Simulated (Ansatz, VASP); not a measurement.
**Zr in VASP and in Ansatz**

POSCAR

```
Zr
1.0
    3.2445832200      0.0000000000      0.0000000000
   -1.6222916100      2.8098914932      0.0000000000
    0.0000000000      0.0000000000      5.1573641137
Zr
2
Direct
    0.3333333333      0.6666666667      0.2500000000
    0.6666666667      0.3333333333      0.7500000000
```

File INCAR.step1:

```
SYSTEM = Zr
PREC = Accurate ; ENCUT = 520
ISMEAR = -1 ; SIGMA = 0.1
LREAL = .FALSE. ; LASPH = .TRUE.
NELM = 80 ; NBANDS = 19
GGA = PE ; ALGO = Normal
EDIFF = 1E-4 ; LWAVE = .TRUE.
LCHARG = .FALSE.
```

INCAR.step2

```
SYSTEM = Zr
PREC = Accurate ; ENCUT = 520
EDIFF = 1E-7 ; ISMEAR = -1
SIGMA = 0.1 ; LREAL = .FALSE.
LASPH = .TRUE. ; NELM = 80
ALGO = Normal ; ISIF = 2
LWAVE = .FALSE. ; LCHARG = .FALSE.
METAGGA = R2SCAN ; LMIXTAU = .TRUE.
NBANDS = 19 ; ISTART = 1
```

KPOINTS

```
regular mesh
0
G
  5 5 3
  0 0 0
```

Input for Ansatz:

```yaml
crystal:
  lattice:
    - [3.24458322, 0.0, 0.0]
    - [-1.62229161, 2.8098914932, 0.0]
    - [0.0, 0.0, 5.1573641137]
  atoms:
    - { symbol: Zr, position: [0.3333333333, 0.6666666667, 0.25] }
    - { symbol: Zr, position: [0.6666666667, 0.3333333333, 0.75] }
hamiltonian:
  xc: r2scan
  pseudopotentials:
    kind: paw
    azcp:
      Zr: "pseudopotentials/Zr.paw.azcp"
basis:
  ecutwfc: 500
  fft_grid_basis: typed
kpoints:
  mp_grid: { grid: [5, 5, 3], shift: [0, 0, 0] }
magnetization:
  spin_polarized: false
scf:
  occupations: { method: fermi_dirac, width: 0.1 }
  lower_state_search: "off"
output:
  stress: true
  write_density: true
  write_potential: true
  elf: true
  volumetric_format: npy
```

Alike in both runs: task single point; functional r2SCAN; k mesh 5 × 5 × 3; occupations fermi-dirac, width 0.1 eV; no spin polarisation.

```csv
,VASP,Ansatz
version,VASP 6.6.1,Ansatz 0.2.0
potentials or method,"VASP PAW PBE potentials, release 64 (Zr_sv), cutoff 520 eV","plane waves (500 eV) with PAW, scalar-relativistic"
valence electrons in the cell,24,24
```

```csv
,VASP,Ansatz,Ansatz less VASP
pressure (GPa),0.1,0.1,+0.01
"traceless stress, the component that is largest in VASP (GPa)",-1.17,-1.17,-0.002
```

VASP's potentials were made for PBE, not for r2SCAN. The functional is the same, so the differences come from potentials, cutoffs and numerics.

The k mesh is coarse, so the values compare programs but aren't converged.
